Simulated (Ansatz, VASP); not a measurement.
## One calculation of BaF2, two programs

POSCAR

```
BaF2
1.0
    0.0000000000      3.0341318121      3.0341318121
    3.0341318121      0.0000000000      3.0341318121
    3.0341318121      3.0341318121      0.0000000000
Ba F
1 2
Direct
    0.0000000000      0.0000000000      0.0000000000
    0.2500000000      0.2500000000      0.2500000000
    0.7500000000      0.7500000000      0.7500000000
```

Contents of INCAR.step1:

```
ALGO = Normal ; EDIFF = 1E-5
ENCUT = 660 ; GGA = PE
GGA_COMPAT = False ; ISMEAR = 0
LASPH = True ; LCHARG = False
LREAL = False ; LWAVE = True
NBANDS = 19 ; NELM = 120
PREC = Accurate ; SIGMA = 0.02
```

The input INCAR.step2:

```
ALGO = Normal ; EDIFF = 1E-6
ENCUT = 660 ; GGA_COMPAT = False
ISIF = 2 ; ISMEAR = 0
ISTART = 1 ; LASPH = True
LCHARG = False ; LMIXTAU = True
LREAL = False ; LWAVE = False
METAGGA = R2SCAN ; NBANDS = 19
NELM = 120 ; PREC = Accurate
SIGMA = 0.02
```

Contents of KPOINTS:

```
k-points
0
Gamma
  6 6 6
```

Input for Ansatz:

```yaml
crystal:
  lattice:
    - [0.0, 3.0341318127, 3.0341318127]
    - [3.0341318127, 0.0, 3.0341318127]
    - [3.0341318127, 3.0341318127, 0.0]
  atoms:
    - { symbol: Ba, position: [0.0, 0.0, 0.0] }
    - { symbol: F, position: [0.25, 0.25, 0.25] }
    - { symbol: F, position: [0.75, 0.75, 0.75] }
basis:
  ecutwfc: 500
kpoints:
  mp_grid: { grid: [6, 6, 6] }
hamiltonian:
  xc: r2scan
scf:
  occupations: { method: gaussian, width: 0.02 }
output:
  forces: true
  stress: true
  eigenvalues: true
```

Alike in both runs: task single point; functional r2SCAN; k mesh 6 × 6 × 6; occupations gaussian, width 0.02 eV; no spin polarisation.

|  | VASP | Ansatz |
| --- | --- | --- |
| version | VASP 6.6.1 | Ansatz 0.2.0 |
| potentials or method | VASP PAW PBE potentials, release 64 (Ba_sv, F), cutoff 660 eV | scalar-relativistic, plane waves, PAW |
| valence electrons in the cell | 24 | 24 |

Ansatz gave:

| Item | Value |
| --- | --- |
| gap on the k mesh at the Fermi level (eV) | 7.71 |
| least direct gap on the mesh (eV) | 7.82 |
| pressure (GPa) | 4.4 |

Q: Estimate VASP's values.

A: gap on the k mesh at the Fermi level (eV): 7.63; least direct gap on the mesh (eV): 7.72; pressure (GPa): 5.6.

VASP's potentials were made for PBE, not for r2SCAN. With one functional, cell and mesh, what is left measures potentials, basis and numerics.

Spin-orbit coupling is off throughout.
